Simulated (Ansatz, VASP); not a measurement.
# Fe in VASP and in Ansatz

```
Fe
1.0
     3.85890    0.00000    0.00000
    -1.92945    3.34190    0.00000
     0.00000    0.00000    2.42512
Fe
3
Cartesian
  3.8589 0.0000 0.0000
  0.0000 2.2279 1.2126
  1.9294 1.1140 1.2126
```

Alike in both runs: functional PBE; k mesh 9 × 9 × 13; occupations fermi-dirac, width 0.1 eV; no spin polarisation.

Ansatz relaxed the structure, and its values are those at the end. VASP's run is a single point on that final structure, the one shown.

|  | VASP | Ansatz |
| --- | --- | --- |
| version | VASP 6.6.1 | Ansatz 0.2.0 |
| potentials or method | VASP PAW PBE potentials, release 64 (Fe), cutoff 520 eV | plane waves (420 eV) with PAW, scalar-relativistic |
| valence electrons in the cell | 24 | 48 |

Ansatz gave:

* pressure (GPa): 0.0

**Question.** Which values does VASP return?

**Answer.** Pressure (GPa): -0.5.

VASP's potentials hold 24 valence electrons a cell and Ansatz's 48, so a difference there can come from the potentials and not from the codes.
